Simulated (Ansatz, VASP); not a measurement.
# SnO2: VASP beside Ansatz

The input INCAR:

```
SYSTEM = SnO2
PREC     = Accurate       ! precision mode
ENCUT    = 600            ! plane-wave cutoff, eV
EDIFF    = 1E-7           ! SCF threshold, eV
ISMEAR   = 0              ! smearing method
SIGMA    = 0.02           ! smearing width, eV
LREAL    = .FALSE.        ! projectors in reciprocal space
LASPH    = .TRUE.         ! aspherical terms in the spheres
NELM     = 120            ! most SCF steps
ALGO     = Normal         ! electronic algorithm
ISIF     = 3              ! what is computed and relaxed
LWAVE    = .FALSE.        ! write WAVECAR
LCHARG   = .FALSE.        ! write CHGCAR
GGA      = CA             ! functional
IBRION   = 2              ! ionic algorithm
NSW      = 100            ! ionic steps
EDIFFG   = -0.005         ! ionic threshold
GGA_COMPAT= .FALSE.      
NELMIN   = 4
```

Contents of KPOINTS:

```
regular mesh
0
G
  6 6 8
  0 0 0
```

The input POSCAR:

```
SnO2
1.0
    4.7225687299      0.0000000000      0.0000000000
    0.0000000000      4.7305453380      0.0000000000
    0.0000000000      0.0000000000      3.1914103639
Sn O
2 4
Direct
    0.5000000000      0.5000000000      0.5000000000
    0.0000000000      0.0000000000      0.0000000000
    0.3054134005      0.3067841113      0.0000000000
    0.8054134005      0.1932158887      0.5000000000
    0.1945865995      0.8067841113      0.5000000000
    0.6945865995      0.6932158887      0.0000000000
```

Input for Ansatz:

```yaml
crystal:
  lattice:
    - [4.7225687246, 0.0, 0.0]
    - [0.0, 4.7305453502, 0.0]
    - [0.0, 0.0, 3.1914103631]
  atoms:
    - { symbol: Sn, position: [0.5, 0.5, 0.5] }
    - { symbol: Sn, position: [0.0, 0.0, 0.0] }
    - { symbol: O, position: [0.3054133998, 0.3067841122, 0.0] }
    - { symbol: O, position: [0.8054133998, 0.1932158878, 0.5] }
    - { symbol: O, position: [0.1945866002, 0.8067841122, 0.5] }
    - { symbol: O, position: [0.6945866002, 0.6932158878, 0.0] }
basis:
  ecutwfc: 420
kpoints:
  mp_grid: { grid: [6, 6, 8] }
hamiltonian:
  xc: lda
scf:
  occupations: { method: gaussian, width: 0.02 }
output:
  forces: true
  stress: true
  eigenvalues: true
  write_density: true
  write_potential: true
  elf: true
  volumetric_format: npy
relax:
  adjacent_minimum: "off"
  f_tol: 0.005
  max_steps: 80
  cell: { stress_tol: 0.05 }
```

Alike in both runs: task relaxation of cell and atoms; functional LDA; k mesh 6 × 6 × 8; occupations gaussian, width 0.02 eV; no spin polarisation.

|  | VASP | Ansatz |
| --- | --- | --- |
| version | VASP 6.6.1 | Ansatz 0.2.0 |
| potentials or method | VASP PAW LDA potentials, release 64 (Sn_d, O), cutoff 600 eV | scalar-relativistic, plane waves, PAW |
| valence electrons in the cell | 52 | 52 |

VASP gave:

```
gap on the k mesh at the Fermi level, each at its own relaxed structure (eV)  : 1.15
relaxed volume (Å³/atom)                                                      : 11.90
relaxed length of the cell vector where the two differ most in proportion (Å) : 3.196
```

**Question.** Which values does Ansatz return?

**Answer.** gap on the k mesh at the Fermi level, each at its own relaxed structure (eV): 1.16; relaxed volume (Å³/atom): 11.86; relaxed length of the cell vector where the two differ most in proportion (Å): 3.190.

LDA's correlation is that of Perdew and Zunger in VASP and of Perdew and Wang (1992) in Ansatz.
